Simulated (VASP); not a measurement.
# Hf3N5 in VASP: relaxation of the atoms with PBEsol

Aim: the relaxation of the atoms of Hf3N5 with PBEsol.

Everything below comes from runs of VASP 6.6.1. Logs are shortened: lines on timing, memory, paths and dates and some standing lists are left out, and cuts for length are marked.

## Step 1: The cell of the first run

The cell holds a slab with vacuum, 8 atoms: a = 3.183 Å, b = 3.183 Å, c = 26.797 Å, α = 90.00°, β = 90.00°, γ = 120.00°.

## Step 2: Relaxation of the atoms, PBEsol

INCAR reads:

```
SYSTEM = Hf3N5
PREC = Accurate ; ENCUT = 520
EDIFF = 1E-6 ; ISMEAR = 0
SIGMA = 0.1 ; LREAL = .False.
LASPH = .True. ; NELM = 60
ALGO = Normal ; ISIF = 2
LWAVE = .False. ; LCHARG = .False.
LDIPOL = .True. ; IDIPOL = 3
DIPOL = 0.5 0.5 0.483 ; GGA = PS
IBRION = 2 ; NSW = 90
EDIFFG = -0.03
```

KPOINTS reads:

```
Automatic mesh
0
Gamma
  9 9 1
  0 0 0
```

POSCAR reads:

```
Hf3N5
1.0
    3.1830776023      0.0000000000      0.0000000000
   -1.5915388012      2.7566260658      0.0000000000
    0.0000000000      0.0000000000     26.7969159374
N Hf
5 3
Selective dynamics
Direct
    0.3333333333      0.6666666667      0.3172006816  F F F
    0.0000000000      0.0000000000      0.4141884090  F F F
    0.6666666667      0.3333333333      0.5076141085  T T T
    0.3333333333      0.6666666667      0.5980476649  T T T
    0.6666666667      0.3333333333      0.6301409103  T T T
    0.6666666667      0.3333333333      0.3656945453  F F F
    0.3333333333      0.6666666667      0.4632402669  T T T
    0.0000000000      0.0000000000      0.5685910099  T T T
```

Potentials or basis: VASP PAW PBE potentials, release 64 (N, Hf_pv).

Started as:

```bash
$ cat potpaw_PBE.64/N/POTCAR potpaw_PBE.64/Hf_pv/POTCAR > POTCAR
$ mpirun -np 1 vasp_std > vasp.out
```

OUTCAR:

```text
SYSTEM = Hf3N5
   PREC = Accurate
   ENCUT = 520
   EDIFF = 1E-6
   ISMEAR = 0
   LREAL = .False.
   LASPH = .True.
   NELM = 60
   ISIF = 2
   GGA = PS
   IBRION = 2
   NSW = 90
   EDIFFG = -0.03

 ion  position               nearest neighbor table
   1  0.333  0.667  0.317-   6 2.25   6 2.25   6 2.25
   2  0.000  0.000  0.414-   6 2.25   6 2.25   6 2.25   7 2.26   7 2.26   7 2.26
   3  0.667  0.333  0.508-   7 2.19   7 2.19   7 2.19   8 2.46   8 2.46   8 2.46
   4  0.333  0.667  0.598-   8 2.00   8 2.00   8 2.00
   5  0.667  0.333  0.630-   8 2.47   8 2.47   8 2.47
   6  0.667  0.333  0.366-   1 2.25   1 2.25   2 2.25   2 2.25   2 2.25   1 2.25   7 3.20   7 3.20
                             7 3.20
   7  0.333  0.667  0.463-   3 2.19   3 2.19   3 2.19   2 2.26   2 2.26   2 2.26   6 3.20   6 3.20
                             6 3.20   8 3.37   8 3.37   8 3.37
   8  0.000  0.000  0.569-   4 2.00   4 2.00   4 2.00   3 2.46   3 2.46   3 2.46   5 2.47   5 2.47
                             5 2.47   7 3.37   7 3.37   7 3.37

  LATTYP: Found a hexagonal cell.
 ALAT       =     3.1830776023
 C/A-ratio  =     8.4185556513

  Lattice vectors:

 A1 = (   3.1830776023,   0.0000000000,   0.0000000000)
 A2 = (  -1.5915388012,   2.7566260658,   0.0000000000)
 A3 = (   0.0000000000,   0.0000000000,  26.7969159374)

Analysis of symmetry for initial positions (statically):
=====================================================================
 Subroutine PRICEL returns:
 Original cell was already a primitive cell.

 Routine SETGRP: Setting up the symmetry group for a
 hexagonal supercell.

 Subroutine GETGRP returns: Found  6 space group operations
 (whereof  6 operations were pure point group operations)
 out of a pool of 24 trial point group operations.

The static configuration has the point symmetry C_3v.

Analysis of symmetry for dynamics (positions and initial velocities):
=====================================================================
 Subroutine PRICEL returns:
 Original cell was already a primitive cell.

 Routine SETGRP: Setting up the symmetry group for a
 hexagonal supercell.

 Subroutine GETGRP returns: Found  6 space group operations
 (whereof  6 operations were pure point group operations)
 out of a pool of 24 trial point group operations.

The dynamic configuration has the point symmetry C_3v.

Analysis of constrained symmetry for selective dynamics:
=====================================================================
 Subroutine PRICEL returns:
 Original cell was already a primitive cell.

 Routine SETGRP: Setting up the symmetry group for a
 hexagonal supercell.

 Subroutine GETGRP returns: Found  6 space group operations
 (whereof  6 operations were pure point group operations)
 out of a pool of 24 trial point group operations.

The constrained configuration has the point symmetry C_3v.

 Subroutine INISYM returns: Found  6 space group operations
 (whereof  6 operations are pure point group operations),
 and found     1 'primitive' translations

----------------------------------------------------------------------------------------

                                     Primitive cell

  volume of cell :     235.1310

  direct lattice vectors                    reciprocal lattice vectors
     3.183077602  0.000000000  0.000000000     0.314161364  0.181381148  0.000000000
    -1.591538801  2.756626066  0.000000000     0.000000000  0.362762296  0.000000000
     0.000000000  0.000000000 26.796915937     0.000000000  0.000000000  0.037317727

  length of vectors
     3.183077602  3.183077602 26.796915937     0.362762296  0.362762296  0.037317727

  position of ions in fractional coordinates (direct lattice)
     0.333333333  0.666666667  0.317200682
     0.000000000  0.000000000  0.414188409
     0.666666667  0.333333333  0.507614109
     0.333333333  0.666666667  0.598047665
     0.666666667  0.333333333  0.630140910
     0.666666667  0.333333333  0.365694545
     0.333333333  0.666666667  0.463240267
[... 43 lines left out ...]
  0.222222  0.000000  0.000000      6.000000
  0.333333  0.000000  0.000000      6.000000
  0.444444  0.000000  0.000000      6.000000
  0.111111  0.111111  0.000000      6.000000
  0.222222  0.111111  0.000000     12.000000
  0.333333  0.111111  0.000000     12.000000
  0.444444  0.111111  0.000000      6.000000
  0.222222  0.222222  0.000000      6.000000
  0.333333  0.222222  0.000000     12.000000
  0.333333  0.333333  0.000000      2.000000
   k-points           NKPTS =     12   k-points in BZ     NKDIM =     12   number of bands    NBANDS=     33
   number of dos      NEDOS =    301   number of ions     NIONS =      8
   total plane-waves  NPLWV = 115200
   dimension x,y,z NGX =    24 NGY =   24 NGZ =  200
   dimension x,y,z NGXF=    48 NGYF=   48 NGZF=  400
   ions per type =               5   3
   NGX,Y,Z   is equivalent  to a cutoff of  12.53, 12.53, 12.41 a.u.
   NGXF,Y,Z  is equivalent  to a cutoff of  25.07, 25.07, 24.82 a.u.
 SYSTEM =  Hf3N5
   PREC   = accura    normal or accurate (medium, high low for compatibility)
   ISTART =      0    job   : 0-new  1-cont  2-samecut
   ICHARG =      2    charge: 1-file 2-atom 10-const
   ISPIN  =      1    spin polarized calculation?
   LNONCOLLINEAR =      F non collinear calculations
   LSORBIT =      F    spin-orbit coupling
   LASPH  =      T    aspherical Exc in radial PAW
   ENCUT  =  520.0 eV  38.22 Ry    6.18 a.u.   5.92  5.92 49.82*2*pi/ulx,y,z
   NELM   =     60;   NELMIN=  2; NELMDL= -5     # of ELM steps
   EDIFF  = 0.1E-05   stopping-criterion for ELM
   LREAL  =      F    real-space projection
   EDIFFG = -.3E-01   stopping-criterion for IOM
   NSW    =     90    number of steps for IOM
   IBRION =      2    ionic relax: 0-MD 1-quasi-New 2-CG
   NFREE  =      1    steps in history (QN), initial steepest desc. (CG)
   ISIF   =      2    stress and relaxation
   ISYM   =      2    0-nonsym 1-usesym 2-fastsym
   POTIM  = 0.5000    time-step for ionic-motion
   TEBEG  =    0.0;   TEEND  =   0.0 temperature during run
   PSTRESS=    0.0 pullay stress
   NELECT =      55.0000    total number of electrons
   NUPDOWN=      -1.0000    fix difference up-down
   EMIN   =  10.00;   EMAX   =-10.00  energy-range for DOS
   EFERMI =   0.00;   METHOD = LEGACY
   ISMEAR =     0;   SIGMA  =   0.10  broadening in eV -4-tet -1-fermi 0-gaus
   EFERMI_NEDOS =   21; number of points for ismear=-14 and -15
   IALGO  =     38    algorithm
   IMIX   =      4    mixing-type and parameters
     AMIX     =   0.40;   BMIX     =  1.00
     AMIX_MAG =   1.60;   BMIX_MAG =  1.00
  volume/ion in A,a.u.               =      29.39       198.34
  Fermi-wavevector in a.u.,A,eV,Ry     =   1.008693  1.906154 13.843411  1.017462
  Thomas-Fermi vector in A             =   2.141576
   LORBIT       =      0    0 simple, 1 ext, 2 COOP (PROOUT), +10 PAW based schemes
   GGA     = PS    functional components
   LHFCALC =     F    Hartree Fock is set to
   AEXX    =    0.0000 exact exchange contribution
   IVDW    =     0    specifies the selected vdW correction
   LEPSILON=     F    determine dielectric tensor
   LRPA    =     F    only Hartree local field effects (RPA)
 conjugate gradient relaxation of ions
 non-spin polarized calculation
 Gauss-broadening in eV      SIGMA  =   0.10
  energy-cutoff  :      520.00
  volume of cell :      235.13
 maximum number of plane-waves:      6372
 NGX is ok and might be reduce to    24
   NGX = 11   NGY = 11   NGZ = 99

--------------------------------------- Ionic step        1  -------------------------------------------

 number of electron      55.0000011 magnetization

 Free energy of the ion-electron system (eV)
  ---------------------------------------------------
  ext. energy  EPLUGINS =         0.00000000
  ---------------------------------------------------
  free energy    TOTEN  =       -77.74618774 eV

  energy without entropy =      -77.72101931  energy(sigma->0) =      -77.73360352

------------------------ aborting loop because EDIFF is reached ----------------------------------------

  FORCE on cell =-STRESS in cart. coord.  units (eV):
  Direction    XX          YY          ZZ          XY          YZ          ZX
  --------------------------------------------------------------------------------------
  -------------------------------------------------------------------------------------
  Total        6.2765111      6.2765111     -6.5327081     -0.0000000      0.0000000      0.0000000
  in kB       42.7680042     42.7680042    -44.5137248     -0.0000000      0.0000000      0.0000000
  external PRESSURE =      13.6740945 kB  Pullay stress =       0.0000000 kB
[... 107 lines left out ...]
  FREE ENERGIE OF THE ION-ELECTRON SYSTEM (eV)
  ---------------------------------------------------
  free  energy   TOTEN  =       -78.3121831125 eV

  energy  without entropy=      -78.2864530731  energy(sigma->0) =      -78.29931809

 dipolmoment           0.000000      0.000000      0.050770 electrons x Angstroem

[... ionic steps 4 to 18 ...]

--------------------------------------- Ionic step       19  -------------------------------------------

 number of electron      55.0000009 magnetization

------------------------ aborting loop because EDIFF is reached ----------------------------------------
[... 79 lines left out ...]
--------------------------------------- Ionic step       21  -------------------------------------------

 number of electron      55.0000009 magnetization

 dipolmoment           0.000000      0.000000     -0.093092 electrons x Angstroem

 Free energy of the ion-electron system (eV)
  ---------------------------------------------------
  ext. energy  EPLUGINS =         0.00000000
  ---------------------------------------------------
  free energy    TOTEN  =       -78.76045628 eV

  energy without entropy =      -78.73643232  energy(sigma->0) =      -78.74844430

 E-fermi :  -2.1584     XC(G=0):  -5.0864

 val. band max:       -2.2493118391   @ k =   0.1111   0.0000   0.0000
 cond. band min:      -2.1543670995   @ k =   0.2222   0.0000   0.0000
 fundamental gap:      0.0949447395
 Fermi energy:        -2.1583921064

 k-point     1 :       0.0000    0.0000    0.0000
  band No.  band energies     occupation
      1     -33.9346      2.00000
      2     -33.5338      2.00000
      3     -33.2575      2.00000
      4     -33.2575      2.00000
      5     -33.1964      2.00000
      6     -33.1964      2.00000
[... 421 lines left out ...]
     32       0.9180      0.00000
     33       1.2872      0.00000

------------------------ aborting loop because EDIFF is reached ----------------------------------------

 vacuum level on the upper side and lower side of the slab       (xc-potential included)        -0.952         0.928

  FORCE on cell =-STRESS in cart. coord.  units (eV):
  Direction    XX          YY          ZZ          XY          YZ          ZX
  --------------------------------------------------------------------------------------
  -------------------------------------------------------------------------------------
  Total        0.8368213      0.8368213     -4.8380703     -0.0000000     -0.0000000      0.0000000
  in kB        5.7020812      5.7020812    -32.9665016     -0.0000000     -0.0000000      0.0000000
  external PRESSURE =      -7.1874464 kB  Pullay stress =       0.0000000 kB
[... 23 lines left out ...]
  FREE ENERGIE OF THE ION-ELECTRON SYSTEM (eV)
  ---------------------------------------------------
  free  energy   TOTEN  =       -78.7604562845 eV

  energy  without entropy=      -78.7364323197  energy(sigma->0) =      -78.74844430

 reached required accuracy - stopping structural energy minimisation

 vacuum level on the upper side and lower side of the slab         4.143         6.063
```

It took 43 min on 1 thread of Intel Xeon Platinum 8259CL at 2.50GHz (Skylake/Cascade Lake), shared host; peak memory 0.4 GiB.

Results:

```yaml
Free_energy: -78.7605 eV
Energy_gained_by_relaxing: 126.8 meV/atom
Ionic_steps: 21
Band_gap_on_the_k_mesh: zero (an odd number of electrons rules out a gap without spin polarisation)
```

The path:
```tsv
step	energy change (eV)	largest force on free atoms (eV/Å)	pressure (GPa)
1	0.0000	2.3831	1.37
2	-0.5659	2.1718	0.63
3	-0.5660	2.7906	0.37
4	-0.7104	2.1336	0.34
5	-0.8832	1.2972	0.22
6	-0.8833	1.3944	0.21
7	-0.9806	0.6702	-0.75
8	-0.9806	0.6774	-0.76
9	-1.0035	0.3864	-1.15
10	-1.0086	0.2438	-1.08
11	-1.0086	0.2466	-1.07
12	-1.0122	0.1441	-0.97
13	-1.0128	0.1016	-0.90
14	-1.0134	0.0580	-0.86
15	-1.0135	0.0362	-0.87
16	-1.0136	0.0330	-0.86
17	-1.0139	0.0417	-0.82
18	-1.0140	0.0515	-0.81
19	-1.0141	0.0396	-0.79
20	-1.0142	0.0353	-0.74
21	-1.0143	0.0230	-0.72
```

Final structure:
```yaml
crystal:
  lattice:
    - [3.18308, 0.00000, 0.00000]
    - [-1.59154, 2.75663, 0.00000]
    - [0.00000, 0.00000, 26.79692]
  atoms:
    - { symbol: N, position: [0.33333, 0.66667, 0.31720] }
    - { symbol: N, position: [0.00000, 0.00000, 0.41419] }
    - { symbol: N, position: [0.66667, 0.33333, 0.51141] }
    - { symbol: N, position: [0.33333, 0.66667, 0.60855] }
    - { symbol: N, position: [0.66667, 0.33333, 0.61930] }
    - { symbol: Hf, position: [0.66667, 0.33333, 0.36569] }
    - { symbol: Hf, position: [0.33333, 0.66667, 0.46234] }
    - { symbol: Hf, position: [0.00000, 0.00000, 0.56324] }
```

Caveat: the PAW data sets were made with another functional, which shifts forces and pressure a little; spin-orbit coupling is left out, which moves the levels of the heavy elements.
